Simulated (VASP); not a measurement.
Runs of VASP 6.6.1 on AlPd4. The structure is that of space group I4/mmm (No. 139), or close to it. The cells are those of the table. 

```csv
task,cell,k mesh,cutoff (eV),gap on the mesh (eV),pressure (GPa),relaxed volume (Å³/atom),largest force (eV/Å)
single point,"a = 4.948 Å, angles 105.6, 105.6, 117.4°, 5 atoms",6 × 6 × 6,520,none,-0.1,-,(a)
single point,"a = 4.736 Å, angles 116.8, 116.8, 95.6°, 5 atoms",6 × 6 × 6,520,none,75.2,-,3.00
relaxation of cell and atoms,"relaxed from a = 4.948 Å, angles 105.6, 105.6, 117.4°, 5 atoms",10 × 10 × 10,600,none,0.0,(b),-
single point,"a = 4.949 Å, angles 105.6, 105.6, 117.5°, 5 atoms",10 × 10 × 10,520,none,-0.1,-,0.03
relaxation of cell and atoms,"relaxed from a = 4.736 Å, angles 116.8, 116.8, 95.6°, 5 atoms",6 × 6 × 6,600,none,-0.1,18.39,0.01
```

Alike in all rows: level PBE; potentials or basis VASP PAW PBE potentials, release 64 (Al, Pd); no spin polarisation; smearing gaussian 0.1 eV.

Estimate the missing entries.

(a) 0.04; (b) 18.36.

Caveats: forces of over 1 eV/Å act on the atoms, so gaps and moduli don't describe the material at rest (some runs); the volume moved by over 15 % at a fixed basis, so the end points are rough (some runs).

A k mesh can miss the band edges, and the runs leave out spin-orbit coupling on Pd.

A gap of «none» marks levels without a gap at the run's occupations.
